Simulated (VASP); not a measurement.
# FeO (I4/mmm) in VASP: notebook

Runs on FeO. Level: PBE. Tasks: single point.

Program: VASP 6.6.1. These are calculated values, not measurements. Logs are shortened: lines on timing, memory, paths and dates and some standing lists are left out, and cuts for length are marked.

### Step 1. The cell of the first run

The structure is tetragonal, space group I4/mmm (No. 139). Conventional cell: a = 3.170 Å, b = 3.170 Å, c = 4.311 Å, α = 90.00°, β = 90.00°, γ = 90.00°. Fe (site symmetry 4/mmm) has 6 O at 2.16 to 2.24 Å within 2.9 Å. O (site symmetry 4/mmm) has 6 Fe at 2.16 to 2.24 Å within 2.9 Å.

### Step 2. Single point, PBE, collinear spin, ferromagnetic start (strain +0.040 along x and y, +0.000 along z)

The input, INCAR:

```
SYSTEM = FeO
  ALGO = Normal
  EDIFF = 1E-6
  ENCUT = 600
  GGA = PE
  GGA_COMPAT = .FALSE.
  ISIF = 2
  ISMEAR = 0
  ISPIN = 2
  LASPH = .TRUE.
  LCHARG = .FALSE.
  LMAXMIX = 4
  LORBIT = 11
  LREAL = .FALSE.
  LWAVE = .FALSE.
  MAGMOM = 3.79 0.35
  NBANDS = 18
  NELM = 200
  PREC = Accurate
  SIGMA = 0.15
```

The input, KPOINTS:

```
k-points
0
G
  20 20 20
  0 0 0
```

The input, POSCAR:

```
FeO
1.0
    0.0000000000      2.2416160000      2.1554000000
    2.2416160000      0.0000000000      2.1554000000
    2.2416160000      2.2416160000      0.0000000000
Fe O
1 1
Direct
    0.0000000000      0.0000000000      0.0000000000
    0.5000000000      0.5000000000      0.5000000000
```

Potentials or basis: VASP PAW PBE potentials, release 64 (Fe, O).

The run is started by

```sh
cat potpaw_PBE.64/Fe/POTCAR potpaw_PBE.64/O/POTCAR > POTCAR
mpirun -np 1 vasp_std > vasp.out
```

OUTCAR:

```text
SYSTEM = FeO
   EDIFF = 1E-6
   ENCUT = 600
   GGA = PE
   ISIF = 2
   ISMEAR = 0
   ISPIN = 2
   LASPH = .TRUE.
   LORBIT = 11
   LREAL = .FALSE.
   NELM = 200
   PREC = Accurate

 ion  position               nearest neighbor table
   1  0.000  0.000  0.000-   2 2.16   2 2.16   2 2.24   2 2.24   2 2.24   2 2.24
   2  0.500  0.500  0.500-   1 2.16   1 2.16   1 2.24   1 2.24   1 2.24   1 2.24

  LATTYP: Found a body centered tetragonal cell.
 ALAT       =     3.1701237488
 C/A-ratio  =     1.3598207331

  Lattice vectors:

 A1 = (   0.0000000000,  -2.2416160000,  -2.1554000000)
 A2 = (   0.0000000000,   2.2416160000,  -2.1554000000)
 A3 = (   2.2416160000,   0.0000000000,   2.1554000000)

Analysis of symmetry for initial positions (statically):
=====================================================================
 Subroutine PRICEL returns:
 Original cell was already a primitive cell.

 Routine SETGRP: Setting up the symmetry group for a
 body centered tetragonal supercell.

 Subroutine GETGRP returns: Found 16 space group operations
 (whereof 16 operations were pure point group operations)
 out of a pool of 16 trial point group operations.

The static configuration has the point symmetry D_4h.

Analysis of symmetry for dynamics (positions and initial velocities):
=====================================================================
 Subroutine PRICEL returns:
 Original cell was already a primitive cell.

 Routine SETGRP: Setting up the symmetry group for a
 body centered tetragonal supercell.

 Subroutine GETGRP returns: Found 16 space group operations
 (whereof 16 operations were pure point group operations)
 out of a pool of 16 trial point group operations.

The dynamic configuration has the point symmetry D_4h.

Analysis of structural, dynamic, and magnetic symmetry:
=====================================================================
 Subroutine PRICEL returns:
 Original cell was already a primitive cell.

 Routine SETGRP: Setting up the symmetry group for a
 body centered tetragonal supercell.

 Subroutine GETGRP returns: Found 16 space group operations
 (whereof 16 operations were pure point group operations)
 out of a pool of 16 trial point group operations.

The overall configuration has the point symmetry D_4h.

 Subroutine INISYM returns: Found 16 space group operations
 (whereof 16 operations are pure point group operations),
 and found     1 'primitive' translations

----------------------------------------------------------------------------------------

                                     Primitive cell

  volume of cell :      21.6611

  direct lattice vectors                    reciprocal lattice vectors
     0.000000000  2.241616000  2.155400000    -0.223053369  0.223053369  0.231975503
     2.241616000  0.000000000  2.155400000     0.223053369 -0.223053369  0.231975503
     2.241616000  2.241616000  0.000000000     0.223053369  0.223053369 -0.231975503

  length of vectors
     3.109757459  3.109757459  3.170123749     0.391558737  0.391558737  0.391558737

  position of ions in fractional coordinates (direct lattice)
     0.000000000  0.000000000  0.000000000
     0.500000000  0.500000000  0.500000000

  ion indices of the primitive-cell ions
   primitive index   ion index
                 1           1
                 2           2

----------------------------------------------------------------------------------------

 KPOINTS: k-points

Automatic generation of k-mesh.
 Grid dimensions read from file:
 generate k-points for:   20   20   20

 Generating k-lattice:

  Cartesian coordinates                     Fractional coordinates (reciprocal lattice)
    -0.011152668  0.011152668  0.011598775     0.050000000  0.000000000  0.000000000
     0.011152668 -0.011152668  0.011598775     0.000000000  0.050000000  0.000000000
     0.011152668  0.011152668 -0.011598775    -0.000000000 -0.000000000  0.050000000

  Length of vectors
     0.019577937  0.019577937  0.019577937

  Shift w.r.t. Gamma in fractional coordinates (k-lattice)
     0.000000000  0.000000000  0.000000000

 Subroutine IBZKPT returns following result:
 ===========================================

 Found    641 irreducible k-points:

 Following reciprocal coordinates:
            Coordinates               Weight
  0.000000  0.000000  0.000000      1.000000
  0.050000  0.000000  0.000000      8.000000
  0.100000  0.000000  0.000000      8.000000
  0.150000  0.000000  0.000000      8.000000
  0.200000  0.000000  0.000000      8.000000
  0.250000  0.000000  0.000000      8.000000
[... 16 lines left out ...]
 -0.400000  0.050000  0.000000      8.000000
 -0.350000  0.050000  0.000000      8.000000
 [... further k-points ...]
   k-points           NKPTS =    641   k-points in BZ     NKDIM =    641   number of bands    NBANDS=     18
   number of dos      NEDOS =    301   number of ions     NIONS =      2
   total plane-waves  NPLWV =  21952
   dimension x,y,z NGX =    28 NGY =   28 NGZ =   28
   dimension x,y,z NGXF=    56 NGYF=   56 NGZF=   56
   ions per type =               1   1
   NGX,Y,Z   is equivalent  to a cutoff of  14.97, 14.97, 14.68 a.u.
   NGXF,Y,Z  is equivalent  to a cutoff of  29.94, 29.94, 29.37 a.u.
 SYSTEM =  FeO
   PREC   = accura    normal or accurate (medium, high low for compatibility)
   ISTART =      0    job   : 0-new  1-cont  2-samecut
   ICHARG =      2    charge: 1-file 2-atom 10-const
   ISPIN  =      2    spin polarized calculation?
   LNONCOLLINEAR =      F non collinear calculations
   LSORBIT =      F    spin-orbit coupling
   LASPH  =      T    aspherical Exc in radial PAW
   ENCUT  =  600.0 eV  44.10 Ry    6.64 a.u.   6.21  6.21  6.33*2*pi/ulx,y,z
   NELM   =    200;   NELMIN=  2; NELMDL= -5     # of ELM steps
   EDIFF  = 0.1E-05   stopping-criterion for ELM
   LREAL  =      F    real-space projection
   EDIFFG = 0.1E-04   stopping-criterion for IOM
   NSW    =      0    number of steps for IOM
   IBRION =     -1    ionic relax: 0-MD 1-quasi-New 2-CG
   NFREE  =      0    steps in history (QN), initial steepest desc. (CG)
   ISIF   =      2    stress and relaxation
   ISYM   =      2    0-nonsym 1-usesym 2-fastsym
   POTIM  = 0.5000    time-step for ionic-motion
   TEBEG  =    0.0;   TEEND  =   0.0 temperature during run
   PSTRESS=    0.0 pullay stress
   NELECT =      14.0000    total number of electrons
   NUPDOWN=      -1.0000    fix difference up-down
   EMIN   =  10.00;   EMAX   =-10.00  energy-range for DOS
   EFERMI =   0.00;   METHOD = LEGACY
   ISMEAR =     0;   SIGMA  =   0.15  broadening in eV -4-tet -1-fermi 0-gaus
   EFERMI_NEDOS =   21; number of points for ismear=-14 and -15
   IALGO  =     38    algorithm
   IMIX   =      4    mixing-type and parameters
     AMIX     =   0.40;   BMIX     =  1.00
     AMIX_MAG =   1.60;   BMIX_MAG =  1.00
  volume/ion in A,a.u.               =      10.83        73.09
  Fermi-wavevector in a.u.,A,eV,Ry     =   1.415438  2.674789 27.258779  2.003464
  Thomas-Fermi vector in A             =   2.536876
   LORBIT       =     11    0 simple, 1 ext, 2 COOP (PROOUT), +10 PAW based schemes
   GGA     = PE    functional components
   LHFCALC =     F    Hartree Fock is set to
   AEXX    =    0.0000 exact exchange contribution
   IVDW    =     0    specifies the selected vdW correction
   LEPSILON=     F    determine dielectric tensor
   LRPA    =     F    only Hartree local field effects (RPA)
 spin polarized calculation
 Gauss-broadening in eV      SIGMA  =   0.15
  energy-cutoff  :      600.00
  volume of cell :       21.66
 maximum number of plane-waves:       740
 NGX is ok and might be reduce to    28
   NGX = 13   NGY = 13   NGZ = 13

 number of electron      14.0000002 magnetization       4.0015951

 Free energy of the ion-electron system (eV)
  ---------------------------------------------------
  ext. energy  EPLUGINS =         0.00000000
  ---------------------------------------------------
  free energy    TOTEN  =       -14.87065395 eV

  energy without entropy =      -14.85306952  energy(sigma->0) =      -14.86186174

 E-fermi :   5.3673     XC(G=0): -11.7336

 val. band max:        5.3671641399   @ k =  -0.3000   0.1000   0.0000
 cond. band min:       5.3679859733   @ k =  -0.4000   0.2500   0.1500
 fundamental gap:      0.0008218334
 Fermi energy:         5.3673454924

 spin component 1

 k-point     1 :       0.0000    0.0000    0.0000
  band No.  band energies     occupation
      1     -14.7414      1.00000
      2       1.5286      1.00000
      3       1.5286      1.00000
      4       1.6613      1.00000
      5       1.6866      1.00000
      6       1.7443      1.00000
[... 10 lines left out ...]
     17      25.5569      0.00000
     18      27.4328      0.00000

 k-point     2 :       0.0500    0.0000    0.0000
  band No.  band energies     occupation
      1     -14.7200      1.00000
      2       1.3028      1.00000
      3       1.3186      1.00000
      4       1.3482      1.00000
      5       1.5702      1.00000
      6       1.6668      1.00000
[... 10 lines left out ...]
     17      25.5259      0.00000
     18      27.8312      0.00000

 k-point     3 :       0.1000    0.0000    0.0000
  band No.  band energies     occupation
      1     -14.6572      1.00000
      2       0.8083      1.00000
      3       0.9194      1.00000
      4       0.9302      1.00000
      5       1.6151      1.00000
      6       1.7011      1.00000
[... 412 lines left out ...]
 k-point    23 :      -0.4000    0.0500    0.0000
  band No.  band energies     occupation
      1     -13.8300      1.00000
      2      -2.4853      1.00000
      3      -0.7472      1.00000
      4      -0.7277      1.00000
      5       2.1979      1.00000
      6       2.2215      1.00000
[... 10 lines left out ...]
     17      28.9454      0.00000
     18      31.1340      0.00000

 k-point    24 :      -0.3500    0.0500    0.0000
  band No.  band energies     occupation
      1     -13.9382      1.00000
      2      -2.1760      1.00000
      3      -0.6167      1.00000
      4      -0.5927      1.00000
      5       2.1094      1.00000
      6       2.1667      1.00000
[... 10 lines left out ...]
     17      29.2611      0.00000
     18      31.8104      0.00000

 [... further k-points ...]

 spin component 2

 k-point     1 :       0.0000    0.0000    0.0000
  band No.  band energies     occupation
      1     -14.2323      1.00000
      2       2.2689      1.00000
      3       2.4162      1.00000
      4       2.4162      1.00000
      5       4.7000      1.00000
      6       4.7000      1.00000
[... 10 lines left out ...]
     17      27.1121      0.00000
     18      28.4842      0.00000

 k-point     2 :       0.0500    0.0000    0.0000
  band No.  band energies     occupation
      1     -14.2106      1.00000
      2       2.1211      1.00000
      3       2.2840      1.00000
      4       2.3458      1.00000
      5       4.7335      1.00000
      6       4.7357      1.00000
[... 10 lines left out ...]
     17      27.0112      0.00000
     18      28.9435      0.00000

 k-point     3 :       0.1000    0.0000    0.0000
  band No.  band energies     occupation
      1     -14.1470      1.00000
      2       1.6339      1.00000
      3       2.0775      1.00000
      4       2.1598      1.00000
      5       4.8148      1.00000
      6       4.8214      1.00000
[... 412 lines left out ...]
 k-point    23 :      -0.4000    0.0500    0.0000
  band No.  band energies     occupation
      1     -13.3078      1.00000
      2      -1.7502      1.00000
      3       0.6945      1.00000
      4       0.7738      1.00000
      5       5.6078      0.01170
      6       5.6526      0.00358
[... 10 lines left out ...]
     17      29.4917      0.00000
     18      31.6681      0.00000

 k-point    24 :      -0.3500    0.0500    0.0000
  band No.  band energies     occupation
      1     -13.4175      1.00000
      2      -1.4305      1.00000
      3       0.8282      1.00000
      4       0.8885      1.00000
      5       5.4939      0.11643
      6       5.5248      0.06879
[... 10 lines left out ...]
     17      29.7734      0.00000
     18      32.4018      0.00000

 [... further k-points ...]

------------------------ aborting loop because EDIFF is reached ----------------------------------------

  FORCE on cell =-STRESS in cart. coord.  units (eV):
  Direction    XX          YY          ZZ          XY          YZ          ZX
  --------------------------------------------------------------------------------------
  -------------------------------------------------------------------------------------
  Total       -1.7245463     -1.7245463     -1.4783076      0.0000000      0.0000000      0.0000000
  in kB     -127.5572422   -127.5572422   -109.3440342      0.0000000      0.0000000      0.0000000
  external PRESSURE =    -121.4861729 kB  Pullay stress =       0.0000000 kB

 VOLUME and BASIS-vectors are now :
 -----------------------------------------------------------------------------
  energy-cutoff  :      600.00
  volume of cell :       21.66
      direct lattice vectors                 reciprocal lattice vectors
     0.000000000  2.241616000  2.155400000    -0.223053369  0.223053369  0.231975503
     2.241616000  0.000000000  2.155400000     0.223053369 -0.223053369  0.231975503
     2.241616000  2.241616000  0.000000000     0.223053369  0.223053369 -0.231975503

 POSITION                                       TOTAL-FORCE (eV/Angst)
 -----------------------------------------------------------------------------------
      0.00000      0.00000      0.00000        -0.000000      0.000000      0.000000
      2.24162      2.24162      2.15540         0.000000     -0.000000      0.000000
 -----------------------------------------------------------------------------------
    total drift:                                0.000000      0.000000      0.000000

  FREE ENERGIE OF THE ION-ELECTRON SYSTEM (eV)
  ---------------------------------------------------
  free  energy   TOTEN  =       -14.8706539484 eV

  energy  without entropy=      -14.8530695238  energy(sigma->0) =      -14.86186174

 total charge

# of ion       s       p       d       tot
------------------------------------------
    1        0.269   0.311   6.039   6.619
    2        1.553   3.400   0.000   4.954
--------------------------------------------------
tot          1.822   3.711   6.039  11.573

 magnetization (x)

# of ion       s       p       d       tot
------------------------------------------
    1        0.028   0.019   3.580   3.628
    2        0.027   0.261   0.000   0.288
--------------------------------------------------
tot          0.055   0.280   3.580   3.916
```

Run time: 11 min. Hardware: 1 thread of Oxide Virtual Turin-like, shared host; peak memory 0.51 GiB.

Results:

| Property | Result |
| --- | --- |
| Free energy | -14.8707 eV |
| Pressure | -12.1 GPa |
| Band gap on the k mesh | zero (filled and empty bands overlap) |
| Net moment | 4.00 μB per cell |
| Site moments | Fe +3.63; O +0.29 μB |
| Valence electrons inside the program's atomic spheres | Fe 6.62; O 4.95 |

Caveat: the cell differs from its parent crystal (strain +0.040 along x and y, +0.000 along z); the cell stands under tension; a cell with one magnetic atom can't hold antiferromagnetic order, which such compounds often take; semilocal functionals often make such compounds metallic where correlation or magnetic order opens a gap, which also shifts bond lengths.

### Step 3. Single point, PBE, collinear spin, ferromagnetic start (strain +0.080 along x and y, +0.040 along z)

The input, INCAR:

```
ALGO = Normal ; EDIFF = 1E-6
ENCUT = 600 ; GGA = PE
GGA_COMPAT = F ; ISIF = 2
ISMEAR = 0 ; ISPIN = 2
LASPH = T ; LCHARG = F
LMAXMIX = 4 ; LORBIT = 11
LREAL = F ; LWAVE = F
MAGMOM = 3.79 0.35 ; NBANDS = 18
NELM = 200 ; PREC = Accurate
SIGMA = 0.15
```

The input, KPOINTS:

```
k-points
0
Gamma
  20 20 20
```

The input, POSCAR:

```
FeO
1.0
    0.0000000000      2.3278320000      2.2416160000
    2.3278320000      0.0000000000      2.2416160000
    2.3278320000      2.3278320000      0.0000000000
Fe O
1 1
Direct
    0.0000000000      0.0000000000      0.0000000000
    0.5000000000      0.5000000000      0.5000000000
```

Potentials or basis: VASP PAW PBE potentials, release 64 (Fe, O).

The run is started by

```sh
cat potpaw_PBE.64/Fe/POTCAR potpaw_PBE.64/O/POTCAR > POTCAR
mpirun -np 1 vasp_std > vasp.out
```

Wall time 25 min (1 thread of Oxide Virtual Turin-like, shared host); peak memory 0.56 GiB.

The run converged. Its results:

| Property | Result |
| --- | --- |
| Free energy | -14.5755 eV |
| Pressure | -23.1 GPa |
| Band gap on the k mesh | zero (filled and empty bands overlap) |
| Net moment | 4.01 μB per cell |
| Site moments | Fe +3.64; O +0.27 μB |
| Valence electrons inside the program's atomic spheres | Fe 6.48; O 4.90 |

Stress tensor (GPa, compression positive):
```
-22.73   0.00   0.00
  0.00 -22.73   0.00
  0.00   0.00 -23.92
```

Levels at points of the mesh, in eV from the Fermi level:
Spin up:
```csv
k point,band 6,band 7,band 8,band 9,band 10,band 11,band 12,band 13
"(0.00, 0.00, 0.00)",-3.60,-3.19,-3.08,-3.08,-0.73,14.81,15.56,15.56
"(0.50, 0.00, 0.00)",-3.16,-2.66,-0.93,-0.69,3.66,6.79,10.88,11.64
"(0.50, 0.50, 0.00)",-3.37,-3.13,-2.99,-2.99,4.08,7.92,9.64,12.34
"(0.50, 0.00, 0.50)",-3.40,-3.17,-2.97,-2.97,4.00,7.44,10.05,12.51
```
Spin down:
```csv
k point,band 2,band 3,band 4,band 5,band 6,band 7,band 8,band 9
"(0.00, 0.00, 0.00)",-2.73,-2.58,-2.58,-0.53,-0.53,-0.45,-0.10,0.24
"(0.50, 0.00, 0.00)",-6.52,-4.12,-4.04,0.23,0.34,0.45,2.05,2.27
"(0.50, 0.50, 0.00)",-5.56,-3.64,-3.64,-1.50,0.55,0.55,0.69,0.77
"(0.50, 0.00, 0.50)",-5.60,-3.68,-3.43,-1.44,0.45,0.58,0.61,0.78
```

Caveat: the cell differs from its parent crystal (strain +0.080 along x and y, +0.040 along z); the cell stands under tension; a cell with one magnetic atom can't hold antiferromagnetic order, which such compounds often take; semilocal functionals often make such compounds metallic where correlation or magnetic order opens a gap, which also shifts bond lengths.
